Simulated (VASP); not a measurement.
The system is O.

```
CELL_PARAMETERS angstrom
3.90724 0.00000 -0.05199
0.00000 3.89169 0.00000
-1.02904 0.00000 2.83806
ATOMIC_POSITIONS crystal
O 0.33544 0.68869 0.67461
O 0.66456 0.68869 0.82539
O 0.66456 0.31131 0.32539
O 0.33544 0.31131 0.17461
```

This cell differs from its parent crystal: epitaxial xy strain -3.3%.

Base run:

| Property | Result |
| --- | --- |
| Program | VASP 6.6.1 |
| Functional | PBE |
| Potentials or basis | VASP PAW PBE potentials, release 64 (O) |
| Cutoff | 520 eV |
| k mesh | 8 × 6 × 10 |
| Occupations | fermi-dirac, width 0.02 eV |
| Spin | no spin polarisation |

Its results: band gap on the k mesh 0.72 eV (least direct gap 0.84 eV); pressure 11.0 GPa; largest force 2.023 eV/Å.

The run is repeated on the same cell with these changes: functional from PBE to r2SCAN; occupations from fermi-dirac, width 0.02 eV to gaussian, width 0.01 eV. What comes out?

Band gap on the k mesh 0.79 eV (least direct gap 0.92 eV); pressure 5.9 GPa; largest force 1.459 eV/Å.

Caveats: the standard files for N, O and F lose accuracy on very short bonds; spin is off for a triplet molecule; the cell stands under pressure; this functional lacks dispersion, which holds the molecules together, so the pressure and a relaxed volume are unreliable (at least some runs); forces of over 1 eV/Å act on the atoms, so gaps and moduli don't describe the material at rest (at least some runs); the PAW data sets were made with another functional, which shifts forces and pressure a little (at least some runs).

A k mesh can miss the band edges.
